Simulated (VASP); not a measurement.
Set up this calculation in VASP 6.6.1, as the native input.

| Quantity | Value |
| --- | --- |
| Task | single point |
| Functional | PBE |
| Potentials or basis | VASP PAW PBE potentials, release 64 (Ba_sv, Ti_sv, O) |
| Cutoff | 520 eV |
| k mesh | 6 × 6 × 6 |
| Occupations | gaussian, width 0.02 eV |
| Spin | no spin polarisation |
| Hubbard terms | Ti d U = 4.0 eV |
| Dipole correction | no |
| Further INCAR settings | ALGO = Normal; EDIFF = 1e-07; NBANDS = 28 |

The structure of BaTiO3 lies in POSCAR:

```
BaTiO3
1.0
    2.8605249165      1.6515248305      2.3462108747
   -2.8605249165      1.6515248305      2.3462108747
    0.0000000000     -3.3030496611      2.3462108747
Ba Ti O
1 1 3
Direct
    0.0011724735      0.0011724735      0.0011724735
    0.5112785985      0.5112785985      0.5112785985
    0.4887886413      0.9810726456      0.4887886413
    0.4887886413      0.4887886413      0.9810726456
    0.9810726456      0.4887886413      0.4887886413
```

One way to write it, as run:

INCAR

```
SYSTEM = BaTiO3
PREC     = Accurate       ! precision mode
ENCUT    = 520            ! plane-wave cutoff, eV
EDIFF    = 1E-7           ! SCF threshold, eV
ISMEAR   = 0              ! smearing method
SIGMA    = 0.02           ! smearing width, eV
LREAL    = .FALSE.        ! projectors in reciprocal space
LASPH    = .TRUE.         ! aspherical terms in the spheres
NELM     = 150            ! most SCF steps
ALGO     = Normal         ! electronic algorithm
ISIF     = 2              ! what is computed and relaxed
LWAVE    = .FALSE.        ! write WAVECAR
LCHARG   = .FALSE.        ! write CHGCAR
LMAXMIX  = 4              ! l up to which the mixer works
LDAU     = .TRUE.         ! DFT+U
LDAUTYPE = 2            
LDAUL    = -1 2 -1        ! shell
LDAUU    = 0 4 0          ! U, eV
LDAUJ    = 0 0 0        
LDAUPRINT= 1            
GGA      = PE             ! functional
NBANDS   = 28             ! bands
```

KPOINTS

```
regular mesh
0
G
  6 6 6
  0 0 0
```

Potentials or basis: VASP PAW PBE potentials, release 64 (Ba_sv, Ti_sv, O).

Run with:

```bash
$ cat potpaw_PBE.64/Ba_sv/POTCAR potpaw_PBE.64/Ti_sv/POTCAR potpaw_PBE.64/O/POTCAR > POTCAR
$ mpirun -np 1 vasp_std > vasp.out
```

It gave:

```json
{
  "Pressure": "3.4 GPa",
  "Largest force": "0.602 eV/Å",
  "Band gap on the k mesh": "2.62 eV, indirect (least direct gap 3.03 eV)"
}
```

Caveat: spin-orbit coupling is left out, which moves the levels of the heavy elements.

Wall time 34 s on 1 thread of Intel(R) Xeon(R) 6975P-C (Granite Rapids), on a shared host, peak memory 0.2 GiB.
